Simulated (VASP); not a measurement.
# Si7O16 (a cell with a defect) in VASP: further runs, part 2 of 2

VASP 6.6.1. Earlier steps stand in the parts before.

### Step 4. Single point, PBEsol

Contents of INCAR:

```
PREC = Accurate ; ENCUT = 520
EDIFF = 1E-7 ; ISMEAR = 0
SIGMA = 0.05 ; LREAL = Auto
LASPH = T ; NELM = 60
ALGO = Normal ; ISIF = 2
LWAVE = F ; LCHARG = T
GGA = PS ; LELF = T
LVHAR = T ; NBANDS = 79
```

Contents of KPOINTS:

```
regular mesh
0
Gamma
  2 2 2
```

Contents of POSCAR:

```
Si7O16
1.0
   -4.1520000000     -4.1520000000      0.0000000000
    4.1520000000     -4.1520000000      0.0000000000
    0.0000000000      0.0000000000      5.3180000000
Si O
7 16
Direct
    0.5000000000      0.5000000000     -0.0008812742
    0.0000000000      0.5000000000      0.2500000000
    0.5000000000      0.5000000000      0.5008812742
    0.0000000000      0.5000000000      0.7500000000
    0.0000000000      0.0000000000      0.0024936027
    0.5000000000      0.0000000000      0.7500000000
    0.0000000000      0.0000000000      0.4975063973
    0.1938894832      0.5000000000     -0.0017997681
    0.0000000000      0.1965515274      0.2500000000
    0.8061105168      0.5000000000     -0.0017997681
    0.0000000000      0.8034484726      0.2500000000
    0.1938894832      0.5000000000      0.5017997681
    0.0000000000      0.1986589243      0.7500000000
    0.8061105168      0.5000000000      0.5017997681
    0.0000000000      0.8013410757      0.7500000000
    0.7063357380      0.0000000000     -0.0162389269
    0.5000000000      0.6849374094      0.2500000000
    0.2936642620      0.0000000000     -0.0162389269
    0.5000000000      0.3150625906      0.2500000000
    0.7063357380      0.0000000000      0.5162389269
    0.5000000000      0.6942194024      0.7500000000
    0.2936642620      0.0000000000      0.5162389269
    0.5000000000      0.3057805976      0.7500000000
```

Command:

```bash
cat potpaw_PBE.64/Si/POTCAR potpaw_PBE.64/O/POTCAR > POTCAR
mpirun -np 1 vasp_std > vasp.out
```

Run time: 2.6 min. Hardware: 1 thread of AMD EPYC 9R45 (Zen 5), shared host; peak memory 0.28 GiB.

Results (log left out):

- Free energy: -175.2722 eV
- Pressure: 10.4 GPa
- Largest force: 0.087 eV/Å
- Band gap on the k mesh: zero (bands 62 and 63 overlap by 0.29 eV)

Forces in eV/Å, atoms in the order of the input:
```
Si   0.000  0.000 -0.051
Si   0.000  0.000  0.000
Si   0.000  0.000  0.051
Si   0.000  0.000  0.000
Si   0.000  0.000  0.006
Si   0.000  0.000  0.000
Si   0.000  0.000 -0.006
O   -0.023 -0.023  0.009
O    0.013 -0.013  0.000
O    0.023  0.023  0.009
O   -0.013  0.013  0.000
O   -0.023 -0.023 -0.009
O    0.005 -0.005  0.000
O    0.023  0.023 -0.009
O   -0.005  0.005  0.000
O    0.007  0.007  0.015
O    0.061 -0.061  0.000
O   -0.007 -0.007  0.015
O   -0.061  0.061  0.000
O    0.007  0.007 -0.015
O    0.030 -0.030  0.000
O   -0.007 -0.007 -0.015
O   -0.030  0.030  0.000
```

Stress tensor (GPa, compression positive):
```
 9.28 -0.40  0.00
-0.40  9.28  0.00
 0.00  0.00 12.57
```

Levels at points of the mesh, in eV from the Fermi level:
| k point | band 59 | band 60 | band 61 | band 62 | band 63 | band 64 | band 65 | band 66 |
| --- | --- | --- | --- | --- | --- | --- | --- | --- |
| (0.00, 0.00, 0.00) | -0.58 | -0.07 | -0.05 | 0.03 | 0.22 | 0.72 | 6.75 | 7.45 |
| (0.50, 0.00, 0.00) | -0.56 | -0.53 | -0.44 | -0.18 | 0.31 | 0.32 | 7.39 | 8.48 |
| (0.00, 0.50, 0.00) | -0.40 | -0.24 | -0.07 | -0.05 | -0.04 | 0.09 | 7.64 | 7.96 |
| (0.50, 0.50, 0.00) | -0.39 | -0.32 | -0.20 | 0.00 | 0.11 | 0.33 | 8.33 | 8.65 |
| (0.00, 0.00, 0.50) | -0.44 | -0.27 | -0.10 | -0.09 | 0.00 | 0.09 | 8.44 | 8.44 |
| (0.50, 0.00, 0.50) | -0.50 | -0.14 | -0.12 | -0.12 | -0.01 | 0.05 | 8.50 | 8.78 |
| (0.00, 0.50, 0.50) | -0.68 | -0.12 | 0.01 | 0.12 | 0.16 | 0.30 | 8.86 | 8.99 |
| (0.50, 0.50, 0.50) | -0.48 | -0.46 | -0.46 | -0.36 | -0.16 | 0.15 | 9.66 | 9.91 |

Caveat: the k points lie up to 0.59 Å⁻¹ apart; the PAW data sets were made with another functional, which shifts forces and pressure a little.

### Step 5. Single point, PBEsol

Contents of INCAR:

```
SYSTEM = Si7O16
ALGO = Normal
EDIFF = 1E-7
ENCUT = 520
GGA = PS
ISIF = 2
ISMEAR = 0
LASPH = .TRUE.
LCHARG = .FALSE.
LREAL = Auto
LWAVE = .FALSE.
NBANDS = 79
NELM = 100
PREC = Accurate
SIGMA = 0.05
```

Contents of KPOINTS:

```
k-points
0
G
  2 2 2
  0 0 0
```

Contents of POSCAR:

```
Si7O16
1.0
   -4.1520000000     -4.1520000000      0.0000000000
    4.1520000000     -4.1520000000      0.0000000000
    0.0000000000      0.0000000000      5.3180000000
Si O
7 16
Direct
    0.4990738198      0.5001795520      0.0023582174
   -0.0008592245      0.5001504094      0.2513871756
    0.4991193401      0.5001424615      0.5005314028
   -0.0008936657      0.5000923651      0.7514010906
   -0.0008249037      0.0000710501     -0.0010842422
    0.4989830202      0.0002072495      0.2514514855
   -0.0009163054      0.0000658719      0.5038270026
    0.1929990366      0.5001107900      0.0031306882
   -0.0009418353      0.1987460260      0.2513247461
    0.8052035164      0.5001209056      0.0031823994
   -0.0008995665      0.8014255780      0.2513241820
    0.1930049374      0.5000911609      0.4996626551
   -0.0009792871      0.1966194605      0.7513995863
    0.8052300096      0.5001057322      0.4996226025
   -0.0009619461      0.8035686416      0.7513939451
    0.7054568882      0.0002015896      0.0177771719
    0.4991087428      0.6944261802      0.2514349379
    0.2928274326      0.0002318160      0.0175509590
    0.4991065751      0.3059216040      0.2514227153
    0.7054004094      0.0001829239      0.4851528770
    0.4991565511      0.6849910886      0.7514245957
    0.2926948459      0.0002155588      0.4851874765
    0.4991526975      0.3152950385      0.7514400150
```

Command:

```bash
cat potpaw_PBE.64/Si/POTCAR potpaw_PBE.64/O/POTCAR > POTCAR
mpirun -np 1 vasp_std > vasp.out
```

Wall time 3.5 min (1 thread of AMD EPYC 9R45 (Zen 5), shared host); peak memory 0.28 GiB.

The run converged. Its results:

- Free energy: -175.2722 eV
- Pressure: 10.4 GPa
- Largest force: 0.099 eV/Å
- Band gap on the k mesh: zero (bands 62 and 63 overlap by 0.29 eV)

Forces on the atoms (eV/Å):
```
Si  -0.006 -0.003  0.046
Si  -0.001  0.007  0.000
Si  -0.001 -0.003 -0.054
Si   0.002  0.005 -0.002
Si   0.005 -0.001 -0.019
Si  -0.008 -0.004 -0.002
Si   0.006  0.000  0.017
O   -0.022 -0.022  0.003
O    0.007 -0.011  0.007
O    0.023  0.023 -0.002
O   -0.007  0.005  0.007
O   -0.025 -0.026  0.000
O    0.015 -0.019  0.002
O    0.024  0.022  0.002
O   -0.017  0.015  0.002
O    0.008  0.011 -0.021
O    0.027 -0.021  0.000
O   -0.008 -0.005 -0.019
O   -0.022  0.027  0.001
O    0.008  0.008  0.017
O    0.071 -0.069  0.001
O   -0.010 -0.008  0.013
O   -0.068  0.069  0.002
```

Stress tensor (GPa, compression positive):
```
 9.30 -0.41  0.00
-0.41  9.30  0.00
 0.00  0.00 12.61
```

Levels at points of the mesh, in eV from the Fermi level:
```
           k point  band 60  band 61  band 62  band 63  band 64  band 65
(0.00, 0.00, 0.00)    -0.07    -0.05     0.03     0.22     0.72     6.75
(0.50, 0.00, 0.00)    -0.53    -0.44    -0.18     0.31     0.33     7.39
(0.00, 0.50, 0.00)    -0.24    -0.07    -0.05    -0.04     0.09     7.64
(0.50, 0.50, 0.00)    -0.32    -0.20     0.00     0.11     0.33     8.33
(0.00, 0.00, 0.50)    -0.27    -0.10    -0.09     0.00     0.09     8.44
(0.50, 0.00, 0.50)    -0.15    -0.12    -0.12    -0.01     0.05     8.50
(0.00, 0.50, 0.50)    -0.12     0.01     0.12     0.16     0.30     8.86
(0.50, 0.50, 0.50)    -0.46    -0.46    -0.36    -0.16     0.15     9.66
```

Caveat: the k points lie up to 0.59 Å⁻¹ apart; the PAW data sets were made with another functional, which shifts forces and pressure a little.
